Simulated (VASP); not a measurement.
BeC3: single point with PBE

The system is BeC3.

```
Be C
1.0
     3.09355    0.00000    0.00000
     0.00000    3.09355    0.00000
     0.00000    0.00000    3.09355
Be C
1 3
Direct
  0.00000 0.00000 0.00000
  0.00000 0.50000 0.50000
  0.50000 0.00000 0.50000
  0.50000 0.50000 0.00000
```

```
Program                : VASP 6.6.1
Task                   : single point
Functional             : PBE
Potentials or basis    : VASP PAW PBE potentials, release 64 (Be, C)
Cutoff                 : 520 eV
k mesh                 : 6 × 6 × 6
Occupations            : gaussian, width 0.1 eV
Spin                   : no spin polarisation
Dipole correction      : no
Further INCAR settings : ALGO = Normal; EDIFF = 1e-06; NBANDS = 15
```

```json
{"Pressure": "-15.2 GPa", "Band gap on the k mesh": "zero (band 7 reaches 9.90 eV, above the bottom of band 8 at 7.04 eV)"}
```

Levels at points of the mesh, in eV from the Fermi level:
```tsv
k point	band 4	band 5	band 6	band 7	band 8	band 9	band 10	band 11
(0.00, 0.00, 0.00)	-6.02	-5.61	-5.61	2.19	2.19	2.19	3.35	4.71
(0.50, 0.00, 0.00)	-3.49	-3.49	-1.94	-1.94	-0.67	0.85	0.85	4.70
(0.50, 0.50, 0.00)	-8.36	-0.49	-0.49	-0.38	-0.35	0.62	0.62	5.22
(0.50, 0.50, 0.50)	-8.50	-7.77	-7.77	-7.77	0.80	6.24	6.24	6.24
```

Wall time 3.3 s on 1 thread of Intel(R) Xeon(R) 6975P-C (Granite Rapids) (shared host), peak memory 0.13 GiB.
